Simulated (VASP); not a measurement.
**InPt3C: single point with r2SCAN**

Crystal: InPt3C.

```
In C Pt
1.0
     4.19440    0.00000    0.00000
     0.00000    4.19440    0.00000
     0.00000    0.00000    4.19440
In C Pt
1 1 3
Direct
  0.00000 0.00000 0.00000
  0.50000 0.50000 0.50000
  0.50000 0.50000 0.00000
  0.00000 0.50000 0.50000
  0.50000 0.00000 0.50000
```

| Quantity | Value |
| --- | --- |
| Program | VASP 6.6.1 |
| Task | single point |
| Functional | r2SCAN |
| Potentials or basis | VASP PAW PBE potentials, release 64 (In_d, C, Pt) |
| Cutoff | 520 eV |
| k mesh | 5 × 5 × 5 |
| Occupations | gaussian, width 0.1 eV |
| Spin | no spin polarisation |
| Dipole correction | no |
| Further INCAR settings | ALGO = Normal; EDIFF = 1e-06; NBANDS = 32 |

The pressure is 5.3 GPa and the band gap on the k mesh is zero (an odd number of electrons rules out a gap without spin polarisation).

Levels at points of the mesh, in eV from the Fermi level:
```csv
k point,band 21,band 22,band 23,band 24,band 25,band 26,band 27,band 28
"(0.00, 0.00, 0.00)",-0.96,-0.90,-0.90,-0.90,1.80,1.80,1.80,2.89
```

Run time: 76 s on 1 thread of Intel Xeon 8259CL, with other jobs on the host, peak memory 0.19 GiB.

Caveat: the cell stands under pressure; the PAW data sets were made with another functional, which shifts forces and pressure a little; spin-orbit coupling is left out, which moves the levels of the heavy elements.
